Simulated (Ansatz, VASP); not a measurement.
Two plane-wave programs on Al

The input INCAR:

```
SYSTEM = Al
PREC = Accurate ; ENCUT = 520
EDIFF = 1E-6 ; ISMEAR = 0
SIGMA = 0.15 ; LREAL = .FALSE.
LASPH = .TRUE. ; NELM = 60
ALGO = Fast ; ISIF = 2
LWAVE = .FALSE. ; LCHARG = .FALSE.
GGA = PE ; NBANDS = 10
```

KPOINTS

```
Automatic mesh
0
G
  20 20 12
  0 0 0
```

POSCAR

```
Al
1.0
   -1.5743227167      1.5743227167      1.6175102401
    1.5743227167     -1.5743227167      1.6175102401
    3.1486454333      3.1486454333      0.0000000000
Al
2
Direct
    0.0195409416     -0.0195409416      0.0000000000
    0.4804590584      0.5195409416      0.5000000000
```

Input for Ansatz:

```yaml
crystal:
  lattice:
    - [-1.5743227167, 1.5743227167, 1.6175102401]
    - [1.5743227167, -1.5743227167, 1.6175102401]
    - [3.1486454333, 3.1486454333, 0.0]
  atoms:
    - { symbol: Al, position: [0.0195409416, -0.0195409416, 0.0] }
    - { symbol: Al, position: [0.4804590584, 0.5195409416, 0.5] }
basis:
  ecutwfc: 420
kpoints:
  mp_grid: { grid: [20, 20, 12] }
hamiltonian:
  xc: pbe
scf:
  occupations: { method: gaussian, width: 0.15 }
output:
  forces: true
  stress: true
  eigenvalues: true
```

Change from the starting cell: mode 1 frozen in at -0.089 Å, equal normal strain along x and y -0.0267.

Alike in both runs: task single point; functional PBE; k mesh 20 × 20 × 12; occupations gaussian, width 0.15 eV; no spin polarisation.

|  | VASP | Ansatz |
| --- | --- | --- |
| version | VASP 6.6.1 | Ansatz 0.2.0 |
| potentials or method | VASP PAW PBE potentials, release 64 (Al), cutoff 520 eV | scalar-relativistic, plane waves, PAW |
| valence electrons in the cell | 6 | 6 |

|  | VASP | Ansatz | Ansatz less VASP |
| --- | --- | --- | --- |
| gap on the k mesh at the Fermi level (eV) | none | none | - |
| pressure (GPa) | 4.1 | 4.2 | +0.02 |
| traceless stress, the component that is largest in VASP (GPa) | 0.71 | 0.71 | -0.006 |
| rms of the force components (eV/Å) | 0.047 | 0.047 | -0.0002 |

Atom by atom the forces differ by 0.000 eV/Å (rms over components). A gap of «none» marks a metal or a gap that the smearing closes. With one functional, cell and mesh, what is left measures potentials, basis and numerics.
